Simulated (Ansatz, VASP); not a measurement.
Cu: VASP beside Ansatz

Contents of POSCAR:

```
Cu
1.0
    2.5561591618      0.0000000000      0.0000000000
   -1.2780795809      2.2136987702      0.0000000000
    0.0000000000      0.0000000000      4.1742079112
Cu
2
Direct
    0.3333333333      0.6666666667      0.2500000000
    0.6666666667      0.3333333333      0.7500000000
```

Contents of INCAR.step1:

```
SYSTEM = Cu
ALGO     = Normal         ! electronic algorithm
EDIFF    = 1E-4           ! SCF threshold, eV
ENCUT    = 600            ! plane-wave cutoff, eV
GGA      = PE             ! functional
ISMEAR   = -1             ! smearing method
LASPH    = .True.         ! aspherical terms in the spheres
LCHARG   = .False.        ! write CHGCAR
LREAL    = .False.        ! projectors in reciprocal space
LWAVE    = .True.         ! write WAVECAR
NELM     = 100            ! most SCF steps
PREC     = Accurate       ! precision mode
SIGMA    = 0.1            ! smearing width, eV
```

Contents of INCAR.step2:

```
SYSTEM = Cu
ALGO     = Normal         ! electronic algorithm
EDIFF    = 1E-6           ! SCF threshold, eV
EDIFFG   = -0.01          ! ionic threshold
ENCUT    = 600            ! plane-wave cutoff, eV
IBRION   = 2              ! ionic algorithm
ISIF     = 3              ! what is computed and relaxed
ISMEAR   = -1             ! smearing method
ISTART   = 1            
LASPH    = .True.         ! aspherical terms in the spheres
LCHARG   = .False.        ! write CHGCAR
LMIXTAU  = .True.       
LREAL    = .False.        ! projectors in reciprocal space
LWAVE    = .False.        ! write WAVECAR
METAGGA  = R2SCAN         ! meta-GGA
NELM     = 100            ! most SCF steps
NSW      = 80             ! ionic steps
PREC     = Accurate       ! precision mode
SIGMA    = 0.1            ! smearing width, eV
```

File KPOINTS:

```
k-points
0
Gamma
  14 14 8
  0 0 0
```

Input for Ansatz:

```yaml
crystal:
  lattice:
    - [2.5561591618, 0.0, 0.0]
    - [-1.2780795809, 2.2136987702, 0.0]
    - [0.0, 0.0, 4.1742079112]
  atoms:
    - { symbol: Cu, position: [0.3333333333, 0.6666666667, 0.25] }
    - { symbol: Cu, position: [0.6666666667, 0.3333333333, 0.75] }
hamiltonian:
  xc: r2scan
  pseudopotentials:
    kind: paw
    azcp:
      Cu: "pseudopotentials/Cu.paw.azcp"
basis:
  ecutwfc: 500
  fft_grid_basis: typed
kpoints:
  mp_grid: { grid: [14, 14, 8], shift: [0, 0, 0] }
magnetization:
  spin_polarized: false
scf:
  occupations: { method: fermi_dirac, width: 0.1 }
relax:
  max_steps: 60
  f_tol: 0.01
  cell: {}
```

Alike in both runs: task relaxation of cell and atoms; functional r2SCAN; k mesh 14 × 14 × 8; occupations fermi-dirac, width 0.1 eV; no spin polarisation.

```csv
,VASP,Ansatz
version,VASP 6.6.1,Ansatz 0.2.0
potentials or method,"VASP PAW PBE potentials, release 64 (Cu), cutoff 600 eV","plane waves (500 eV) with PAW, scalar-relativistic"
valence electrons in the cell,22,38
```

Ansatz gave:

```
relaxed volume (Å³/atom)                                     : 11.46
relaxed cell length with the largest relative difference (Å) : 2.529
```

Task: Estimate VASP's values.

Result: Relaxed volume (Å³/atom): 11.50; relaxed cell length with the largest relative difference (Å): 2.533.

VASP's potentials were made for PBE, not for r2SCAN. VASP's potentials hold 22 valence electrons a cell and Ansatz's 38, so a difference there can come from the potentials and not from the codes.
